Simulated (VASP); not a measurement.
The system is MgO.

```
Mg O
1.0
     3.28822    0.00000    0.00000
    -1.64411    2.84768    0.00000
     0.00000    0.00000    5.23574
Mg O
2 2
Direct
  0.33333 0.66667 0.99538
  0.66667 0.33333 0.49538
  0.33333 0.66667 0.37962
  0.66667 0.33333 0.87962
```

This cell differs from its parent crystal: uniaxial z strain +4.0%.

Base run:

| Item | Value |
| --- | --- |
| Program | VASP 6.6.1 |
| Functional | PBE |
| Potentials or basis | VASP PAW PBE potentials, release 64 (Mg, O) |
| Cutoff | 520 eV |
| k mesh | 12 × 12 × 6 |
| Occupations | fermi-dirac, width 0.02 eV |
| Spin | no spin polarisation |

Its results: band gap on the k mesh 3.47 eV, direct; pressure -0.7 GPa.

Problem. The run is repeated on the same cell with these changes: functional from PBE to r2SCAN; occupations from fermi-dirac, width 0.02 eV to gaussian, width 0.01 eV. What comes out?

Solution. Band gap on the k mesh 4.13 eV, direct; pressure -4.7 GPa.

Caveats: the PAW data sets were made with another functional, which shifts forces and pressure a little (some runs).

A k mesh can miss the band edges.
